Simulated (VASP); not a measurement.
Input of a VASP 6.6.1 run:

Contents of INCAR:

```
PREC = Accurate
ENCUT = 520
EDIFF = 1E-7
ISMEAR = 0
SIGMA = 0.05
LREAL = False
LASPH = True
NELM = 80
ALGO = Normal
ISIF = 2
LWAVE = False
LCHARG = False
GGA = PE
NBANDS = 16
```

File KPOINTS:

```
regular mesh
0
Gamma
  12 12 6
```

The input POSCAR:

```
BN
1.0
    2.5156305077      0.0000000000      0.0000000000
   -1.2578152539      2.1785999262      0.0000000000
    0.0000000000      0.0000000000      4.2268550000
B N
2 2
Direct
    0.6666666667      0.3333333333      0.9997240000
    0.3333333333      0.6666666667      0.4997240000
    0.6666666667      0.3333333333      0.6252760000
    0.3333333333      0.6666666667      0.1252760000
```

Potentials or basis: VASP PAW PBE potentials, release 64 (B, N).

Launch:

```console
$ cat potpaw_PBE.64/B/POTCAR potpaw_PBE.64/N/POTCAR > POTCAR
$ mpirun -np 1 vasp_std > vasp.out
```

(1) What does it give for the pressure?

(2) Estimate the band gap on the k mesh.

Results:

(1) 12.2 GPa.

(2) 5.09 eV, indirect (least direct gap 8.20 eV).

Caveat: the cell differs from its parent crystal (strain -0.0150 x Voigt [1, 1, 0, 0, 0, 0]).
